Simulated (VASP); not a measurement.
CsO, 4 atoms in the cell. It takes space group Immm (No. 71, orthorhombic). Conventional cell: a = 4.322 Å, b = 6.719 Å, c = 7.517 Å, α = 90.00°, β = 90.00°, γ = 90.00°. Cs (site symmetry mm2) has 6 O at 2.98 to 3.17 Å and 6 Cs at 3.76 to 3.99 Å within 4.0 Å. O (site symmetry m2m) has 1 O at 1.61 Å within 2.1 Å.  This cell differs from its parent crystal: strain +0.0450 x Voigt [0, 1, 0, 0, 0, 0].

| Quantity | Value |
| --- | --- |
| Program | VASP 6.6.1 |
| Task | single point |
| Functional | LDA |
| Potentials or basis | VASP PAW LDA potentials, release 64 (Cs_sv, O) |
| Cutoff | 520 eV |
| k mesh | 8 × 8 × 8 |
| Occupations | gaussian, width 0.05 eV |
| Spin | no spin polarisation |
| Dipole correction | no |
| Further INCAR settings | ALGO = Normal; EDIFF = 1e-06; NBANDS = 23 |

Potentials or basis: VASP PAW LDA potentials, release 64 (Cs_sv, O).

The run is started by

```sh
$ cat potpaw_LDA.64/Cs_sv/POTCAR potpaw_LDA.64/O/POTCAR > POTCAR
$ mpirun -np 1 vasp_std > vasp.out
```

Hardware: 1 thread of AMD EPYC 9R45 96-Core Processor (Zen 5), with other jobs on the host.

Question: How long does it take, and how much memory?

Answer: It took 2.2 min on 1 thread of AMD EPYC 9R45 96-Core Processor (Zen 5), with other jobs on the host, peak memory 0.31 GiB. Counts: scf iterations 15, k points 95.
